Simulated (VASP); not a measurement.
Here is a VASP 6.6.1 calculation.

INCAR

```
PREC = Accurate
ENCUT = 500
EDIFF = 1E-6
ISMEAR = -1
SIGMA = 0.1
LREAL = F
LASPH = T
NELM = 120
ALGO = Normal
ISIF = 2
LWAVE = F
LCHARG = F
GGA = PS
NBANDS = 17
GGA_COMPAT = F
```

KPOINTS

```
regular mesh
0
Gamma
  6 6 6
```

POSCAR

```
PbSe
1.0
    3.7843220000      0.0000000000      0.0000000000
    0.0000000000      3.7843220000      0.0000000000
    0.0000000000      0.0000000000      3.7843220000
Pb Se
1 1
Direct
    0.0000000000      0.0000000000      0.0000000000
    0.5000000000      0.5000000000      0.5000000000
```

Potentials or basis: VASP PAW PBE potentials, release 64 (Pb_d, Se).

Launch:

```console
$ cat potpaw_PBE.64/Pb_d/POTCAR potpaw_PBE.64/Se/POTCAR > POTCAR
$ mpirun -np 1 vasp_std > vasp.out
```

(1) Predict the pressure.

(2) What does it give for the band gap on the k mesh?

## Answers

(1) -3.2 GPa.

(2) zero (band 10 reaches 5.29 eV, above the bottom of band 11 at 4.54 eV).

Caveat: the PAW data sets were made with another functional, which shifts forces and pressure a little; spin-orbit coupling is left out, which moves the levels of the heavy elements.
